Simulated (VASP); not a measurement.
Input of a VASP 6.6.1 run:

Contents of INCAR:

```
SYSTEM = GaP
  ALGO = Normal
  EDIFF = 1E-7
  ENCUT = 520
  GGA = PS
  ISIF = 2
  ISMEAR = 0
  LASPH = .TRUE.
  LCHARG = .FALSE.
  LREAL = .FALSE.
  LWAVE = .FALSE.
  NBANDS = 16
  NELM = 60
  PREC = Accurate
  SIGMA = 0.01
```

File KPOINTS:

```
k-points
0
G
  6 6 6
  0 0 0
```

POSCAR

```
GaP
1.0
    0.0000000000      2.7069591804      2.7069591804
    2.7069591804      0.0000000000      2.7069591804
    2.7069591804      2.7069591804      0.0000000000
Ga P
1 1
Direct
    0.0000000000      0.0000000000      0.0000000000
    0.2500000000      0.2500000000      0.2500000000
```

Potentials or basis: VASP PAW PBE potentials, release 64 (Ga_d, P).

The run is started by

```sh
$ cat potpaw_PBE.64/Ga_d/POTCAR potpaw_PBE.64/P/POTCAR > POTCAR
$ mpirun -np 1 vasp_std > vasp.out
```

Question: Predict the band gap on the k mesh.

Answer: 1.47 eV, indirect (least direct gap 1.92 eV).

Question: Estimate the pressure.

Answer: 1.2 GPa.

Caveat: the PAW data sets were made with another functional, which shifts forces and pressure a little.

**Measured values to compare with.**

“Stacking defects in GaP nanowires: Electronic structure and optical properties”, 2018, arxiv:1810.01194 quotes, for a bulk crystal of GaP at 10 K: band gap 2.34 eV (indirect).

Measured gap of GaP: 2.34 eV (indirect; 10 K; quoted in “Stacking defects in GaP nanowires: Electronic structure and optical properties”, 2018, arxiv:1810.01194). This calculation gives 1.47 eV (-0.87 eV). Spin-orbit coupling on Ga is left out. The value is that of PBEsol on a finite k mesh, which can miss the band edges, without temperature or zero-point motion. Semilocal functionals fall short of measured gaps as a rule.
